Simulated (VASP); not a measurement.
AlN:

```xyz
2
Lattice="0.0000 2.0345 2.0345 2.0345 0.0000 2.0345 2.0345 2.0345 0.0000" Properties=species:S:1:pos:R:3 pbc="T T T"
Al    2.0345    2.0345    2.0345
N     0.0000    0.0000    0.0000
```

| Property | Result |
| --- | --- |
| Program | VASP 6.6.1 |
| Task | relaxation of cell and atoms |
| Functional | RPBE |
| Dispersion | D4 |
| Potentials or basis | VASP PAW PBE potentials, release 64 (Al, N) |
| Cutoff | 600 eV |
| k mesh | 11 × 11 × 11 |
| Occupations | fermi-dirac, width 0.05 eV |
| Spin | no spin polarisation |

At the start: pressure -11.0 GPa; volume 8.42 Å³/atom.

**Question.** How do energy, volume and symmetry change on relaxing?

**Answer.** Over 3 steps the energy falls by 13.0 meV/atom and the volume is 8.06 Å³/atom (-4.3 %); space group Fm-3m (No. 225, to 0.05 Å).

The path:
| step | energy change (eV) | largest force (eV/Å) | pressure (GPa) | volume (Å³) |
| --- | --- | --- | --- | --- |
| 1 | 0.0000 | 0.0000 | -10.97 | 16.84 |
| 2 | -0.0032 | 0.0000 | 11.85 | 15.48 |
| 3 | -0.0260 | 0.0000 | -0.06 | 16.12 |

Final structure:
```
Al N
1.0
     0.00000    2.00484    2.00484
     2.00484    0.00000    2.00484
     2.00484    2.00484    0.00000
Al N
1 1
Direct
  0.50000 0.50000 0.50000
  0.00000 0.00000 0.00000
```

Caveat: the PAW data sets were made with another functional, which shifts forces and pressure a little.
